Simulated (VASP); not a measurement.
# H2 in VASP: notebook

Runs on H2. Level: PBEsol. Tasks: single point, relaxation of the atoms.

Program: VASP 6.6.1. These are calculated values, not measurements. Logs are shortened: lines on timing, memory, paths and dates and some standing lists are left out, and cuts for length are marked.

**1. The cell of the first run**

The cell holds a molecule in a box, 2 atoms: a = 9.000 Å, b = 9.500 Å, c = 10.000 Å, α = 90.00°, β = 90.00°, γ = 90.00°.

**2. Single point, PBEsol**

The input, INCAR:

```
PREC     = Accurate       # precision mode
ENCUT    = 520            # plane-wave cutoff, eV
EDIFF    = 1E-6           # SCF threshold, eV
ISMEAR   = 0              # smearing method
SIGMA    = 0.02           # smearing width, eV
LREAL    = F              # projectors in reciprocal space
LASPH    = T              # aspherical terms in the spheres
NELM     = 80             # most SCF steps
ALGO     = Normal         # electronic algorithm
ISIF     = 2              # what is computed and relaxed
LWAVE    = F              # write WAVECAR
LCHARG   = T              # write CHGCAR
GGA      = PS             # functional
LELF     = T              # ELF
LVHAR    = T            
NBANDS   = 8              # bands
```

The input, KPOINTS:

```
Automatic mesh
0
Gamma
  1 1 1
```

The input, POSCAR:

```
H
1.0
    9.0000000000      0.0000000000      0.0000000000
    0.0000000000      9.5000000000      0.0000000000
    0.0000000000      0.0000000000     10.0000000000
H
2
Direct
    0.5000000000      0.5000000000      0.4621107638
    0.5000000000      0.5000000000      0.5378892362
```

Potentials or basis: VASP PAW PBE potentials, release 64 (H).

Command:

```bash
> cat potpaw_PBE.64/H/POTCAR > POTCAR
> mpirun -np 1 vasp_gam > vasp.out
```

OUTCAR:

```text
PREC = Accurate
   ENCUT = 520
   EDIFF = 1E-6
   ISMEAR = 0
   LREAL = F
   LASPH = T
   NELM = 80
   ISIF = 2
   GGA = PS

 ion  position               nearest neighbor table
   1  0.500  0.500  0.462-   2 0.76
   2  0.500  0.500  0.538-   1 0.76

  LATTYP: Found a simple orthorhombic cell.
 ALAT       =     9.0000000000
 B/A-ratio  =     1.0555555556
 C/A-ratio  =     1.1111111111

  Lattice vectors:

 A1 = (   9.0000000000,   0.0000000000,   0.0000000000)
 A2 = (   0.0000000000,   9.5000000000,   0.0000000000)
 A3 = (   0.0000000000,   0.0000000000,  10.0000000000)

Analysis of symmetry for initial positions (statically):
=====================================================================
 Subroutine PRICEL returns:
 Original cell was already a primitive cell.

 Routine SETGRP: Setting up the symmetry group for a
 simple orthorhombic supercell.

 Subroutine GETGRP returns: Found  8 space group operations
 (whereof  8 operations were pure point group operations)
 out of a pool of  8 trial point group operations.

The static configuration has the point symmetry D_2h.

Analysis of symmetry for dynamics (positions and initial velocities):
=====================================================================
 Subroutine PRICEL returns:
 Original cell was already a primitive cell.

 Routine SETGRP: Setting up the symmetry group for a
 simple orthorhombic supercell.

 Subroutine GETGRP returns: Found  8 space group operations
 (whereof  8 operations were pure point group operations)
 out of a pool of  8 trial point group operations.

The dynamic configuration has the point symmetry D_2h.

 Subroutine INISYM returns: Found  8 space group operations
 (whereof  8 operations are pure point group operations),
 and found     1 'primitive' translations

----------------------------------------------------------------------------------------

                                     Primitive cell

  volume of cell :     855.0000

  direct lattice vectors                    reciprocal lattice vectors
     9.000000000  0.000000000  0.000000000     0.111111111  0.000000000  0.000000000
     0.000000000  9.500000000  0.000000000     0.000000000  0.105263158  0.000000000
     0.000000000  0.000000000 10.000000000     0.000000000  0.000000000  0.100000000

  length of vectors
     9.000000000  9.500000000 10.000000000     0.111111111  0.105263158  0.100000000

  position of ions in fractional coordinates (direct lattice)
     0.500000000  0.500000000  0.462110764
     0.500000000  0.500000000  0.537889236

  ion indices of the primitive-cell ions
   primitive index   ion index
                 1           1
                 2           2

----------------------------------------------------------------------------------------

 KPOINTS: Automatic mesh

Automatic generation of k-mesh.
 Grid dimensions read from file:
 generate k-points for:    1    1    1

 Generating k-lattice:

  Cartesian coordinates                     Fractional coordinates (reciprocal lattice)
     0.111111111  0.000000000  0.000000000     1.000000000  0.000000000  0.000000000
     0.000000000  0.105263158  0.000000000     0.000000000  1.000000000  0.000000000
     0.000000000  0.000000000  0.100000000     0.000000000  0.000000000  1.000000000

  Length of vectors
     0.111111111  0.105263158  0.100000000

  Shift w.r.t. Gamma in fractional coordinates (k-lattice)
     0.000000000  0.000000000  0.000000000

 Subroutine IBZKPT returns following result:
 ===========================================

 Found      1 irreducible k-points:

 Following reciprocal coordinates:
            Coordinates               Weight
  0.000000  0.000000  0.000000      1.000000
   k-points           NKPTS =      1   k-points in BZ     NKDIM =      1   number of bands    NBANDS=      8
   number of dos      NEDOS =    301   number of ions     NIONS =      2
   total plane-waves  NPLWV = 403200
   dimension x,y,z NGX =    70 NGY =   72 NGZ =   80
   dimension x,y,z NGXF=   140 NGYF=  144 NGZF=  160
   ions per type =               2
   NGX,Y,Z   is equivalent  to a cutoff of  12.93, 12.60, 13.30 a.u.
   NGXF,Y,Z  is equivalent  to a cutoff of  25.86, 25.20, 26.60 a.u.
 SYSTEM =  unknown system
   PREC   = accura    normal or accurate (medium, high low for compatibility)
   ISTART =      0    job   : 0-new  1-cont  2-samecut
   ICHARG =      2    charge: 1-file 2-atom 10-const
   ISPIN  =      1    spin polarized calculation?
   LNONCOLLINEAR =      F non collinear calculations
   LSORBIT =      F    spin-orbit coupling
   LASPH  =      T    aspherical Exc in radial PAW
   ENCUT  =  520.0 eV  38.22 Ry    6.18 a.u.  16.73 17.66 18.59*2*pi/ulx,y,z
   NELM   =     80;   NELMIN=  2; NELMDL= -5     # of ELM steps
   EDIFF  = 0.1E-05   stopping-criterion for ELM
   LREAL  =      F    real-space projection
   EDIFFG = 0.1E-04   stopping-criterion for IOM
   NSW    =      0    number of steps for IOM
   IBRION =     -1    ionic relax: 0-MD 1-quasi-New 2-CG
   NFREE  =      0    steps in history (QN), initial steepest desc. (CG)
   ISIF   =      2    stress and relaxation
   ISYM   =      2    0-nonsym 1-usesym 2-fastsym
   POTIM  = 0.5000    time-step for ionic-motion
   TEBEG  =    0.0;   TEEND  =   0.0 temperature during run
   PSTRESS=    0.0 pullay stress
   NELECT =       2.0000    total number of electrons
   NUPDOWN=      -1.0000    fix difference up-down
   EMIN   =  10.00;   EMAX   =-10.00  energy-range for DOS
   EFERMI =   0.00;   METHOD = LEGACY
   ISMEAR =     0;   SIGMA  =   0.02  broadening in eV -4-tet -1-fermi 0-gaus
   EFERMI_NEDOS =   21; number of points for ismear=-14 and -15
   IALGO  =     38    algorithm
   IMIX   =      4    mixing-type and parameters
     AMIX     =   0.40;   BMIX     =  1.00
     AMIX_MAG =   1.60;   BMIX_MAG =  1.00
  volume/ion in A,a.u.               =     427.50      2884.91
  Fermi-wavevector in a.u.,A,eV,Ry     =   0.217318  0.410672  0.642565  0.047227
  Thomas-Fermi vector in A             =   0.994036
   LORBIT       =      0    0 simple, 1 ext, 2 COOP (PROOUT), +10 PAW based schemes
   GGA     = PS    functional components
   LHFCALC =     F    Hartree Fock is set to
   AEXX    =    0.0000 exact exchange contribution
   IVDW    =     0    specifies the selected vdW correction
   LEPSILON=     F    determine dielectric tensor
   LRPA    =     F    only Hartree local field effects (RPA)
 non-spin polarized calculation
 Gauss-broadening in eV      SIGMA  =   0.02
  energy-cutoff  :      520.00
  volume of cell :      855.00
 maximum number of plane-waves:     11510
 NGX is ok and might be reduce to    70
   NGX = 33   NGY = 35   NGZ = 37

 number of electron       2.0000001 magnetization

 Free energy of the ion-electron system (eV)
  ---------------------------------------------------
  ext. energy  EPLUGINS =         0.00000000
  ---------------------------------------------------
  free energy    TOTEN  =        -6.51344941 eV

  energy without entropy =       -6.51344941  energy(sigma->0) =       -6.51344941

 E-fermi :  -9.9995     XC(G=0):  -0.4279

 val. band max:      -10.1074966821   @ k =   0.0000   0.0000   0.0000
 cond. band min:      -0.1690459263   @ k =   0.0000   0.0000   0.0000
 fundamental gap:      9.9384507558
 Fermi energy:        -9.9995214859

 k-point     1 :       0.0000    0.0000    0.0000
  band No.  band energies     occupation
      1     -10.1075      2.00000
      2      -0.1690      0.00000
      3       0.4259      0.00000
      4       1.0756      0.00000
      5       1.2082      0.00000
      6       1.3623      0.00000
      7       1.5283      0.00000
      8       1.7254      0.00000

------------------------ aborting loop because EDIFF is reached ----------------------------------------

  FORCE on cell =-STRESS in cart. coord.  units (eV):
  Direction    XX          YY          ZZ          XY          YZ          ZX
  --------------------------------------------------------------------------------------
  -------------------------------------------------------------------------------------
  Total       -0.0254613     -0.0247344     -0.0163450     -0.0000000      0.0000000      0.0000000
  in kB       -0.0477117     -0.0463496     -0.0306288     -0.0000000      0.0000000      0.0000000
  external PRESSURE =      -0.0415634 kB  Pullay stress =       0.0000000 kB

 VOLUME and BASIS-vectors are now :
 -----------------------------------------------------------------------------
  energy-cutoff  :      520.00
  volume of cell :      855.00
      direct lattice vectors                 reciprocal lattice vectors
     9.000000000  0.000000000  0.000000000     0.111111111  0.000000000  0.000000000
     0.000000000  9.500000000  0.000000000     0.000000000  0.105263158  0.000000000
     0.000000000  0.000000000 10.000000000     0.000000000  0.000000000  0.100000000

 POSITION                                       TOTAL-FORCE (eV/Angst)
 -----------------------------------------------------------------------------------
      4.50000      4.75000      4.62111         0.000000      0.000000     -0.019303
      4.50000      4.75000      5.37889         0.000000      0.000000      0.019303
 -----------------------------------------------------------------------------------
    total drift:                                0.000000      0.000000      0.000000

  FREE ENERGIE OF THE ION-ELECTRON SYSTEM (eV)
  ---------------------------------------------------
  free  energy   TOTEN  =        -6.5134494075 eV

  energy  without entropy=       -6.5134494075  energy(sigma->0) =       -6.51344941
```

Run time: 30 s. Hardware: 1 thread of Intel Xeon 6975P-C (Granite Rapids), shared host; peak memory 0.68 GiB.

Results:

| Property | Result |
| --- | --- |
| Free energy | -6.5134 eV |
| Largest force | 0.019 eV/Å |
| Gap between the frontier levels | 9.94 eV |

Forces in eV/Å, atoms in the order of the input:
```
H    0.000  0.000 -0.019
H    0.000  0.000  0.019
```

Levels at points of the mesh, in eV from the valence-band top:
```tsv
k point	band 1	band 2	band 3	band 4
(0.00, 0.00, 0.00)	0.00	9.94	10.53	11.18
```

Caveat: the PAW data sets were made with another functional, which shifts forces and pressure a little.

**3. Relaxation of the atoms, PBEsol**

Edit INCAR of step 2 so:

```diff
@@ -11,6 +11,6 @@
 LWAVE    = F              # write WAVECAR
-LCHARG   = T              # write CHGCAR
+LCHARG   = F              # write CHGCAR
 GGA      = PS             # functional
-LELF     = T              # ELF
-LVHAR    = T            
-NBANDS   = 8              # bands
+IBRION   = 2              # ionic algorithm
+NSW      = 60             # ionic steps
+EDIFFG   = -0.03          # ionic threshold
```

KPOINTS is that of step 2.

The input, POSCAR:

```
H
1.0
    9.0000000000      0.0000000000      0.0000000000
    0.0000000000      9.5000000000      0.0000000000
    0.0000000000      0.0000000000     10.0000000000
H
2
Direct
    0.5000000000      0.5000000000      0.4625000000
    0.5000000000      0.5000000000      0.5375000000
```

Potentials or basis: VASP PAW PBE potentials, release 64 (H).

Command:

```bash
> cat potpaw_PBE.64/H/POTCAR > POTCAR
> mpirun -np 1 vasp_gam > vasp.out
```

It took 51 s on 1 thread of Intel Xeon 6975P-C (Granite Rapids), shared host; peak memory 0.75 GiB.

It converged, with:

```yaml
Free_energy: -6.5135 eV
Energy_gained_by_relaxing: 0.6 meV/atom
Ionic_steps: 3
Gap_between_the_frontier_levels: 9.94 eV
```

Step by step:
| step | energy change (eV) | largest force (eV/Å) | pressure (GPa) |
| --- | --- | --- | --- |
| 1 | 0.0000 | 0.2863 | 0.01 |
| 2 | 0.0047 | 0.6032 | -0.03 |
| 3 | -0.0012 | 0.0003 | -0.01 |

Final structure:
```
CELL_PARAMETERS angstrom
9.00000 0.00000 0.00000
0.00000 9.50000 0.00000
0.00000 0.00000 10.00000
ATOMIC_POSITIONS crystal
H 0.50000 0.50000 0.46208
H 0.50000 0.50000 0.53792
```

Levels at points of the mesh, in eV from the valence-band top:
```csv
k point,band 1,band 2,band 3,band 4,band 5
"(0.00, 0.00, 0.00)",0.00,9.94,10.53,11.18,11.31
```

Caveat: the PAW data sets were made with another functional, which shifts forces and pressure a little.
